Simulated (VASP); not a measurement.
# ZnAg in VASP: notebook, part 2 of 2

VASP 6.6.1. The steps go on from the part before.

### 4 Electric field gradients, LDA (16.35 Å³/atom)

This run uses another cell than the first one, of 16.35 Å³/atom.

INCAR reads:

```
ALGO = Normal
EDIFF = 1E-8
ENCUT = 520
ISIF = 2
ISMEAR = -1
LASPH = T
LCHARG = F
LEFG = T
LREAL = F
LWAVE = F
NBANDS = 18
NELM = 80
PREC = Accurate
SIGMA = 0.03
```

KPOINTS reads:

```
k-points
0
Gamma
  12 12 12
```

POSCAR reads:

```
ZnAg
1.0
    3.1975310785      0.0000000000      0.0000000000
    0.0000000000      3.1975310785      0.0000000000
    0.0000000000      0.0000000000      3.1975310785
Zn Ag
1 1
Direct
    0.5000000000      0.5000000000      0.5000000000
    0.0000000000      0.0000000000      0.0000000000
```

Potentials or basis: VASP PAW LDA potentials, release 64 (Zn, Ag).

Launch:

```console
$ cat potpaw_LDA.64/Zn/POTCAR potpaw_LDA.64/Ag/POTCAR > POTCAR
$ mpirun -np 1 vasp_std > vasp.out
```

OUTCAR:

```text
EDIFF = 1E-8
   ENCUT = 520
   ISIF = 2
   ISMEAR = -1
   LASPH = T
   LREAL = F
   NELM = 80
   PREC = Accurate

 ion  position               nearest neighbor table
   1  0.500  0.500  0.500-   2 2.77   2 2.77   2 2.77   2 2.77   2 2.77   2 2.77   2 2.77   2 2.77

   2  0.000  0.000  0.000-   1 2.77   1 2.77   1 2.77   1 2.77   1 2.77   1 2.77   1 2.77   1 2.77

  LATTYP: Found a simple cubic cell.
 ALAT       =     3.1975310785

  Lattice vectors:

 A1 = (   3.1975310785,   0.0000000000,   0.0000000000)
 A2 = (   0.0000000000,   3.1975310785,   0.0000000000)
 A3 = (   0.0000000000,   0.0000000000,   3.1975310785)

Analysis of symmetry for initial positions (statically):
=====================================================================
 Subroutine PRICEL returns:
 Original cell was already a primitive cell.

 Routine SETGRP: Setting up the symmetry group for a
 simple cubic supercell.

 Subroutine GETGRP returns: Found 48 space group operations
 (whereof 48 operations were pure point group operations)
 out of a pool of 48 trial point group operations.

The static configuration has the point symmetry O_h .

Analysis of symmetry for dynamics (positions and initial velocities):
=====================================================================
 Subroutine PRICEL returns:
 Original cell was already a primitive cell.

 Routine SETGRP: Setting up the symmetry group for a
 simple cubic supercell.

 Subroutine GETGRP returns: Found 48 space group operations
 (whereof 48 operations were pure point group operations)
 out of a pool of 48 trial point group operations.

The dynamic configuration has the point symmetry O_h .

 Subroutine INISYM returns: Found 48 space group operations
 (whereof 48 operations are pure point group operations),
 and found     1 'primitive' translations

----------------------------------------------------------------------------------------

                                     Primitive cell

  volume of cell :      32.6922

  direct lattice vectors                    reciprocal lattice vectors
     3.197531078  0.000000000  0.000000000     0.312741292  0.000000000  0.000000000
     0.000000000  3.197531078  0.000000000     0.000000000  0.312741292  0.000000000
     0.000000000  0.000000000  3.197531078     0.000000000  0.000000000  0.312741292

  length of vectors
     3.197531078  3.197531078  3.197531078     0.312741292  0.312741292  0.312741292

  position of ions in fractional coordinates (direct lattice)
     0.500000000  0.500000000  0.500000000
     0.000000000  0.000000000  0.000000000

  ion indices of the primitive-cell ions
   primitive index   ion index
                 1           1
                 2           2

----------------------------------------------------------------------------------------

 KPOINTS: k-points

Automatic generation of k-mesh.
 Grid dimensions read from file:
[... 71 lines left out ...]
   ISIF   =      2    stress and relaxation
   ISYM   =      2    0-nonsym 1-usesym 2-fastsym
   POTIM  = 0.5000    time-step for ionic-motion
   TEBEG  =    0.0;   TEEND  =   0.0 temperature during run
   PSTRESS=    0.0 pullay stress
   NELECT =      23.0000    total number of electrons
   NUPDOWN=      -1.0000    fix difference up-down
   EMIN   =  10.00;   EMAX   =-10.00  energy-range for DOS
   EFERMI =   0.00;   METHOD = LEGACY
   ISMEAR =    -1;   SIGMA  =   0.03  broadening in eV -4-tet -1-fermi 0-gaus
   EFERMI_NEDOS =   21; number of points for ismear=-14 and -15
   IALGO  =     38    algorithm
   IMIX   =      4    mixing-type and parameters
     AMIX     =   0.40;   BMIX     =  1.00
     AMIX_MAG =   1.60;   BMIX_MAG =  1.00
  volume/ion in A,a.u.               =      16.35       110.31
  Fermi-wavevector in a.u.,A,eV,Ry     =   1.456027  2.751491 28.844538  2.120014
  Thomas-Fermi vector in A             =   2.572993
   LORBIT       =      0    0 simple, 1 ext, 2 COOP (PROOUT), +10 PAW based schemes
   GGA     = CA    functional components
   LHFCALC =     F    Hartree Fock is set to
   AEXX    =    0.0000 exact exchange contribution
   IVDW    =     0    specifies the selected vdW correction
   LEPSILON=     F    determine dielectric tensor
   LRPA    =     F    only Hartree local field effects (RPA)
 non-spin polarized calculation
  energy-cutoff  :      520.00
  volume of cell :       32.69
 maximum number of plane-waves:       912
 NGX is ok and might be reduce to    24
   NGX = 11   NGY = 11   NGZ = 11

 number of electron      23.0000031 magnetization

 Free energy of the ion-electron system (eV)
  ---------------------------------------------------
  ext. energy  EPLUGINS =         0.00000000
  ---------------------------------------------------
  free energy    TOTEN  =        -5.66141868 eV

  energy without entropy =       -5.66003656  energy(sigma->0) =       -5.66072762

 E-fermi :   5.6506     XC(G=0): -12.1975

 val. band max:        5.6329459537   @ k =   0.5000   0.4167   0.2500
 cond. band min:       5.7462348161   @ k =   0.3333   0.2500   0.0000
 fundamental gap:      0.1132888624
 Fermi energy:         5.6506356377

 k-point     1 :       0.0000    0.0000    0.0000
  band No.  band energies     occupation
      1      -3.4946      2.00000
      2      -2.1360      2.00000
      3      -2.1360      2.00000
      4      -1.6298      2.00000
      5      -1.6298      2.00000
      6      -1.6298      2.00000
[... 481 lines left out ...]
      5      -1.4899      2.00000
      6      -0.4585      2.00000
[... 10 lines left out ...]
     17      19.2860      0.00000
     18      19.3860      0.00000

 [... further k-points ...]

------------------------ aborting loop because EDIFF is reached ----------------------------------------

  FORCE on cell =-STRESS in cart. coord.  units (eV):
  Direction    XX          YY          ZZ          XY          YZ          ZX
  --------------------------------------------------------------------------------------
  -------------------------------------------------------------------------------------
  Total       -2.1800777     -2.1800777     -2.1800777     -0.0000000     -0.0000000      0.0000000
  in kB     -106.8410701   -106.8410701   -106.8410701     -0.0000000     -0.0000000      0.0000000
  external PRESSURE =    -106.8410701 kB  Pullay stress =       0.0000000 kB

 VOLUME and BASIS-vectors are now :
 -----------------------------------------------------------------------------
  energy-cutoff  :      520.00
  volume of cell :       32.69
      direct lattice vectors                 reciprocal lattice vectors
     3.197531078  0.000000000  0.000000000     0.312741292  0.000000000  0.000000000
     0.000000000  3.197531078  0.000000000     0.000000000  0.312741292  0.000000000
     0.000000000  0.000000000  3.197531078     0.000000000  0.000000000  0.312741292

 POSITION                                       TOTAL-FORCE (eV/Angst)
 -----------------------------------------------------------------------------------
      1.59877      1.59877      1.59877         0.000000      0.000000      0.000000
      0.00000      0.00000      0.00000         0.000000      0.000000      0.000000
 -----------------------------------------------------------------------------------
    total drift:                                0.000000      0.000000     -0.000000

  FREE ENERGIE OF THE ION-ELECTRON SYSTEM (eV)
  ---------------------------------------------------
  free  energy   TOTEN  =        -5.6614186849 eV

  energy  without entropy=       -5.6600365605  energy(sigma->0) =       -5.66072762

 Electric field gradients (V/A^2)
---------------------------------------------------------------------
 ion       V_xx      V_yy      V_zz      V_xy      V_xz      V_yz
---------------------------------------------------------------------
   1       0.000    -0.000     0.000     0.000     0.000     0.000
   2       0.000    -0.000    -0.000    -0.000    -0.000     0.000
---------------------------------------------------------------------

 Electric field gradients after diagonalization (V/A^2)
 (convention: |V_zz| > |V_xx| > |V_yy|)
----------------------------------------------------------------------
 ion       V_xx      V_yy      V_zz     asymmetry (V_yy - V_xx)/ V_zz
----------------------------------------------------------------------
   1      -0.000     0.000     0.000       0.993
   2       0.000    -0.000    -0.000       0.922
----------------------------------------------------------------------

           NMR quadrupolar parameters

 Cq : quadrupolar parameter    Cq=e*Q*V_zz/h
 eta: asymmetry parameters     (V_yy - V_xx)/ V_zz
 Q  : nuclear electric quadrupole moment in mb (millibarn)
----------------------------------------------------------------------
 ion       Cq(MHz)       eta       Q (mb)
----------------------------------------------------------------------
   1       0.000       0.993       1.000
   2      -0.000       0.922       1.000
----------------------------------------------------------------------
```

Run time: 11 s. Hardware: 1 thread of Intel Xeon 6975P-C (Granite Rapids), shared host; peak memory 0.16 GiB.

What came out:

```yaml
Free_energy: -5.6614 eV
Pressure: -10.7 GPa
Band_gap_on_the_k_mesh: zero (an odd number of electrons rules out a gap without spin polarisation)
Largest_electric_field_gradient_by_atom: zero within the noise of the run
```

Caveat: the cell stands under tension.

### 5 Electric field gradients, LDA (equal xy, yz and zx shear strains of -2 %)

INCAR reads:

```
PREC = Accurate
ENCUT = 520
EDIFF = 1E-8
ISMEAR = -1
SIGMA = 0.03
LREAL = F
LASPH = T
NELM = 80
ALGO = Normal
ISIF = 2
LWAVE = F
LCHARG = F
LEFG = T
NBANDS = 18
```

KPOINTS reads:

```
Automatic mesh
0
Gamma
  12 12 12
```

POSCAR reads:

```
ZnAg
1.0
    3.1560000000     -0.0315600000     -0.0315600000
   -0.0315600000      3.1560000000     -0.0315600000
   -0.0315600000     -0.0315600000      3.1560000000
Zn Ag
1 1
Direct
    0.5000000000      0.5000000000      0.5000000000
    0.0000000000      0.0000000000      0.0000000000
```

Potentials or basis: VASP PAW LDA potentials, release 64 (Zn, Ag).

Launch:

```console
$ cat potpaw_LDA.64/Zn/POTCAR potpaw_LDA.64/Ag/POTCAR > POTCAR
$ mpirun -np 1 vasp_std > vasp.out
```

OUTCAR:

```text
PREC = Accurate
   ENCUT = 520
   EDIFF = 1E-8
   ISMEAR = -1
   LREAL = F
   LASPH = T
   NELM = 80
   ISIF = 2

 ion  position               nearest neighbor table
   1  0.500  0.500  0.500-   2 2.68   2 2.68   2 2.75   2 2.75   2 2.75   2 2.75   2 2.75   2 2.75

   2  0.000  0.000  0.000-   1 2.68   1 2.68   1 2.75   1 2.75   1 2.75   1 2.75   1 2.75   1 2.75

  LATTYP: Found a trigonal (rhomboedric) cell.
 ALAT       =     3.1563155842
 COS(alpha) =    -0.0198960208

  Lattice vectors:

 A1 = (   3.1560000000,  -0.0315600000,  -0.0315600000)
 A2 = (  -0.0315600000,   3.1560000000,  -0.0315600000)
 A3 = (  -0.0315600000,  -0.0315600000,   3.1560000000)

Analysis of symmetry for initial positions (statically):
=====================================================================
 Subroutine PRICEL returns:
 Original cell was already a primitive cell.

 Routine SETGRP: Setting up the symmetry group for a
[... 693 lines left out ...]
  volume of cell :       31.43
      direct lattice vectors                 reciprocal lattice vectors
     3.156000000 -0.031560000 -0.031560000     0.316920805  0.003201220  0.003201220
    -0.031560000  3.156000000 -0.031560000     0.003201220  0.316920805  0.003201220
    -0.031560000 -0.031560000  3.156000000     0.003201220  0.003201220  0.316920805

 POSITION                                       TOTAL-FORCE (eV/Angst)
 -----------------------------------------------------------------------------------
      1.54644      1.54644      1.54644         0.000000     -0.000000      0.000000
      0.00000      0.00000      0.00000        -0.000000      0.000000     -0.000000
 -----------------------------------------------------------------------------------
    total drift:                                0.000000      0.000000     -0.000000

  FREE ENERGIE OF THE ION-ELECTRON SYSTEM (eV)
  ---------------------------------------------------
  free  energy   TOTEN  =        -5.7280150239 eV

  energy  without entropy=       -5.7268108635  energy(sigma->0) =       -5.72741294

 Electric field gradients (V/A^2)
---------------------------------------------------------------------
 ion       V_xx      V_yy      V_zz      V_xy      V_xz      V_yz
---------------------------------------------------------------------
   1      -0.000    -0.000    -0.000    -4.074    -4.074    -4.074
   2      -0.000    -0.000     0.000    -4.266    -4.266    -4.266
---------------------------------------------------------------------

 Electric field gradients after diagonalization (V/A^2)
 (convention: |V_zz| > |V_xx| > |V_yy|)
----------------------------------------------------------------------
 ion       V_xx      V_yy      V_zz     asymmetry (V_yy - V_xx)/ V_zz
----------------------------------------------------------------------
   1       4.074     4.074    -8.147       0.000
   2       4.266     4.266    -8.533       0.000
----------------------------------------------------------------------

           NMR quadrupolar parameters

 Cq : quadrupolar parameter    Cq=e*Q*V_zz/h
 eta: asymmetry parameters     (V_yy - V_xx)/ V_zz
 Q  : nuclear electric quadrupole moment in mb (millibarn)
----------------------------------------------------------------------
 ion       Cq(MHz)       eta       Q (mb)
----------------------------------------------------------------------
   1      -0.020       0.000       1.000
   2      -0.021       0.000       1.000
----------------------------------------------------------------------
```

Run time: 23 s. Hardware: 1 thread of Intel Xeon 6975P-C (Granite Rapids), shared host; peak memory 0.21 GiB.

What came out:

```
Free energy                             : -5.7280 eV
Pressure                                : -7.5 GPa
Band gap on the k mesh                  : zero (an odd number of electrons rules out a gap without spin polarisation)
Largest electric field gradient by atom : Zn -8.1; Ag -8.5 V/Å²
```

Levels at points of the mesh, in eV from the Fermi level:
| k point | band 9 | band 10 | band 11 | band 12 | band 13 | band 14 |
| --- | --- | --- | --- | --- | --- | --- |
| (0.00, 0.00, 0.00) | -4.32 | -4.32 | -4.30 | 5.17 | 5.34 | 5.34 |
| (0.50, 0.00, 0.00) | -5.16 | -5.09 | -4.45 | -2.62 | 10.39 | 10.41 |
| (0.50, 0.50, 0.00) | -4.50 | -3.95 | -1.72 | -1.48 | 1.32 | 2.24 |
| (0.50, 0.50, 0.50) | -3.92 | -3.92 | 1.51 | 3.97 | 3.97 | 4.42 |

Electric field gradients, principal values (V/Å²):
```csv
atom,least,middle,greatest (by size)
1 Zn,4.074,4.074,-8.147
2 Ag,4.266,4.266,-8.533
```

Caveat: the cell differs from its parent crystal (equal xy, yz and zx shear strains of -2 %); the cell stands under tension; without QUAD_EFG the Cq values of the log hold for a quadrupole moment of 1 mb, not for the nuclei.

### 6 Electric field gradients, LDA (equal xy, yz and zx shear strains of -2 %)

INCAR reads:

```
PREC = Accurate
ENCUT = 520
EDIFF = 1E-8
ISMEAR = -1
SIGMA = 0.03
LREAL = False
LASPH = True
NELM = 100
ALGO = Normal
ISIF = 2
LWAVE = False
LCHARG = False
GGA = CA
LEFG = True
NBANDS = 18
```

KPOINTS is that of step 5.

POSCAR is that of step 5.

Potentials or basis: VASP PAW LDA potentials, release 64 (Zn, Ag).

Launch:

```console
$ cat potpaw_LDA.64/Zn/POTCAR potpaw_LDA.64/Ag/POTCAR > POTCAR
$ mpirun -np 1 vasp_std > vasp.out
```

OUTCAR:

```text
PREC = Accurate
   ENCUT = 520
   EDIFF = 1E-8
   ISMEAR = -1
   LREAL = False
   LASPH = True
   NELM = 100
   ISIF = 2
   GGA = CA

 ion  position               nearest neighbor table
   1  0.500  0.500  0.500-   2 2.68   2 2.68   2 2.75   2 2.75   2 2.75   2 2.75   2 2.75   2 2.75

   2  0.000  0.000  0.000-   1 2.68   1 2.68   1 2.75   1 2.75   1 2.75   1 2.75   1 2.75   1 2.75

  LATTYP: Found a trigonal (rhomboedric) cell.
 ALAT       =     3.1563155842
 COS(alpha) =    -0.0198960208

  Lattice vectors:

 A1 = (   3.1560000000,  -0.0315600000,  -0.0315600000)
 A2 = (  -0.0315600000,   3.1560000000,  -0.0315600000)
 A3 = (  -0.0315600000,  -0.0315600000,   3.1560000000)

Analysis of symmetry for initial positions (statically):
=====================================================================
 Subroutine PRICEL returns:
 Original cell was already a primitive cell.

 Routine SETGRP: Setting up the symmetry group for a
[... 695 lines left out ...]
     3.156000000 -0.031560000 -0.031560000     0.316920805  0.003201220  0.003201220
    -0.031560000  3.156000000 -0.031560000     0.003201220  0.316920805  0.003201220
    -0.031560000 -0.031560000  3.156000000     0.003201220  0.003201220  0.316920805

 POSITION                                       TOTAL-FORCE (eV/Angst)
 -----------------------------------------------------------------------------------
      1.54644      1.54644      1.54644         0.000000     -0.000000      0.000000
      0.00000      0.00000      0.00000        -0.000000      0.000000     -0.000000
 -----------------------------------------------------------------------------------
    total drift:                                0.000000      0.000000     -0.000000

  FREE ENERGIE OF THE ION-ELECTRON SYSTEM (eV)
  ---------------------------------------------------
  free  energy   TOTEN  =        -5.7280150239 eV

  energy  without entropy=       -5.7268108635  energy(sigma->0) =       -5.72741294

 Electric field gradients (V/A^2)
---------------------------------------------------------------------
 ion       V_xx      V_yy      V_zz      V_xy      V_xz      V_yz
---------------------------------------------------------------------
   1      -0.000    -0.000    -0.000    -4.074    -4.074    -4.074
   2      -0.000    -0.000     0.000    -4.266    -4.266    -4.266
---------------------------------------------------------------------

 Electric field gradients after diagonalization (V/A^2)
 (convention: |V_zz| > |V_xx| > |V_yy|)
----------------------------------------------------------------------
 ion       V_xx      V_yy      V_zz     asymmetry (V_yy - V_xx)/ V_zz
----------------------------------------------------------------------
   1       4.074     4.074    -8.147       0.000
   2       4.266     4.266    -8.533       0.000
----------------------------------------------------------------------

           NMR quadrupolar parameters

 Cq : quadrupolar parameter    Cq=e*Q*V_zz/h
 eta: asymmetry parameters     (V_yy - V_xx)/ V_zz
 Q  : nuclear electric quadrupole moment in mb (millibarn)
----------------------------------------------------------------------
 ion       Cq(MHz)       eta       Q (mb)
----------------------------------------------------------------------
   1      -0.020       0.000       1.000
   2      -0.021       0.000       1.000
----------------------------------------------------------------------
```

Wall time 23 s (1 thread of Intel Xeon 6975P-C (Granite Rapids), shared host); peak memory 0.21 GiB.

What came out:

* Free energy: -5.7280 eV
* Pressure: -7.5 GPa
* Band gap on the k mesh: zero (an odd number of electrons rules out a gap without spin polarisation)
* Largest electric field gradient by atom: Zn -8.1; Ag -8.5 V/Å²

Stress tensor (GPa, compression positive):
```
-7.54  1.11  1.11
 1.11 -7.54  1.11
 1.11  1.11 -7.54
```

Electric field gradients, principal values (V/Å²):
| atom | least | middle | greatest (by size) |
| --- | --- | --- | --- |
| 1 Zn | 4.074 | 4.074 | -8.147 |
| 2 Ag | 4.266 | 4.266 | -8.533 |

Caveat: the cell differs from its parent crystal (equal xy, yz and zx shear strains of -2 %); the cell stands under tension; without QUAD_EFG the Cq values of the log hold for a quadrupole moment of 1 mb, not for the nuclei.

### 7 The runs side by side

| cell | gap on the mesh (eV) | pressure (GPa) |
| --- | --- | --- |
| a = 3.166 Å, 2 atoms | none | -8.5 |
| a = 3.198 Å, 2 atoms | none | -10.7 |
| a = 3.156 Å, angles 91.1°, 2 atoms | none | -7.5 |

Alike in all rows: task electric field gradients; level LDA; potentials or basis VASP PAW LDA potentials, release 64 (Zn, Ag); no spin polarisation; k mesh 12 × 12 × 12; cutoff (eV) 520; smearing fermi-dirac 0.03 eV.

Caveats: the cell stands under tension.

Total energies depend on the potentials used, so only differences within one code and one set of settings carry meaning.
